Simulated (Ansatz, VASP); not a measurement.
TiC in VASP and in Ansatz

INCAR

```
SYSTEM = TiC
ALGO     = Normal         ! electronic algorithm
EDIFF    = 1E-8           ! SCF threshold, eV
ENCUT    = 520            ! plane-wave cutoff, eV
GGA      = PS             ! functional
ISIF     = 2              ! what is computed and relaxed
ISMEAR   = -1             ! smearing method
LASPH    = .True.         ! aspherical terms in the spheres
LCHARG   = .False.        ! write CHGCAR
LEFG     = .True.       
LREAL    = .False.        ! projectors in reciprocal space
LWAVE    = .False.        ! write WAVECAR
NBANDS   = 15             ! bands
NELM     = 80             ! most SCF steps
PREC     = Accurate       ! precision mode
SIGMA    = 0.03           ! smearing width, eV
```

Contents of KPOINTS:

```
k-points
0
Gamma
  14 14 14
  0 0 0
```

File POSCAR:

```
TiC
1.0
    0.0000000000      2.2064421477      2.2064421477
    2.2064421477      0.0000000000      2.2064421477
    2.2064421477      2.2064421477      0.0000000000
Ti C
1 1
Direct
    0.0000000000      0.0000000000      0.0000000000
    0.5000000000      0.5000000000      0.5000000000
```

Input for Ansatz:

```yaml
crystal:
  lattice:
    - [0.0, 2.2064421477, 2.2064421477]
    - [2.2064421477, 0.0, 2.2064421477]
    - [2.2064421477, 2.2064421477, 0.0]
  atoms:
    - { symbol: Ti, position: [0.0, 0.0, 0.0] }
    - { symbol: C, position: [0.5, 0.5, 0.5] }
kpoints:
  mp_grid: { grid: [14, 14, 14] }
scf:
  occupations: { method: fermi_dirac, width: 0.03 }
hamiltonian:
  xc: pbesol
  pseudopotentials: { kind: all_electron, datasets: crystal }
output:
  forces: true
  stress: true
  eigenvalues: true
  efg: { contact_densities: true }
```

Change from the starting cell: volume scaled by 1.06, crystal datasets.

Alike in both runs: task electric field gradients; functional PBEsol; k mesh 14 × 14 × 14; occupations fermi-dirac, width 0.03 eV; no spin polarisation.

|  | VASP | Ansatz |
| --- | --- | --- |
| version | VASP 6.6.1 | Ansatz 0.2.0 |
| potentials or method | VASP PAW PBE potentials, release 64 (Ti_sv, C), cutoff 520 eV | all-electron PAW with datasets made for the crystal, scalar-relativistic |

```csv
,VASP,Ansatz,Ansatz less VASP
pressure (GPa),-18.4,-18.7,-0.33
```

VASP's potentials were made for PBE, not for PBEsol. Ansatz ran all-electron here, and VASP with PAW potentials.
